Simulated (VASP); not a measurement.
Write the native input for VASP 6.6.1 that does the following.

* Task: single point
* Functional: PBE
* Potentials or basis: VASP PAW PBE potentials, release 64 (Ga_d, P, In_d)
* Cutoff: 520 eV
* k mesh: 6 × 6 × 2
* Occupations: fermi-dirac, width 0.02 eV
* Spin: no spin polarisation
* Dipole correction: no
* Further INCAR settings: ALGO = Normal; EDIFF = 1e-06; NBANDS = 46

The structure of InGa3P4 lies in POSCAR:

```
InGa3P4
1.0
    3.9272950659      0.0000000000      0.0000000000
    0.0000000000      3.9272950659      0.0000000000
    0.0000000000      0.0000000000     11.1772444588
Ga P In
3 4 1
Direct
    0.0000000000      0.0000000000      0.7599994355
    0.5000000000      0.5000000000      0.0000000000
    0.0000000000      0.0000000000      0.2400005645
    0.0000000000      0.5000000000      0.8800760288
    0.5000000000      0.0000000000      0.1199239712
    0.0000000000      0.5000000000      0.3587159726
    0.5000000000      0.0000000000      0.6412840274
    0.5000000000      0.5000000000      0.5000000000
```

The input as run:

INCAR

```
SYSTEM = InGa3P4
  PREC = Accurate
  ENCUT = 520
  EDIFF = 1E-6
  ISMEAR = -1
  SIGMA = 0.02
  LREAL = .FALSE.
  LASPH = .TRUE.
  NELM = 80
  ALGO = Normal
  ISIF = 2
  LWAVE = .FALSE.
  LCHARG = .FALSE.
  GGA = PE
  NBANDS = 46
```

KPOINTS

```
regular mesh
0
G
  6 6 2
  0 0 0
```

Potentials or basis: VASP PAW PBE potentials, release 64 (Ga_d, P, In_d).

Run with:

```sh
$ cat potpaw_PBE.64/Ga_d/POTCAR potpaw_PBE.64/P/POTCAR potpaw_PBE.64/In_d/POTCAR > POTCAR
$ mpirun -np 1 vasp_std > vasp.out
```

Results of the run:

```json
{
  "Pressure": "2.2 GPa",
  "Largest force": "0.021 eV/Å",
  "Band gap on the k mesh": "1.30 eV"
}
```

Caveat: spin-orbit coupling is left out, which moves the levels of the heavy elements.

Wall time 75 s on 1 thread of AMD EPYC 9R45 96-Core Processor (Zen 5) (shared host), peak memory 0.3 GiB.
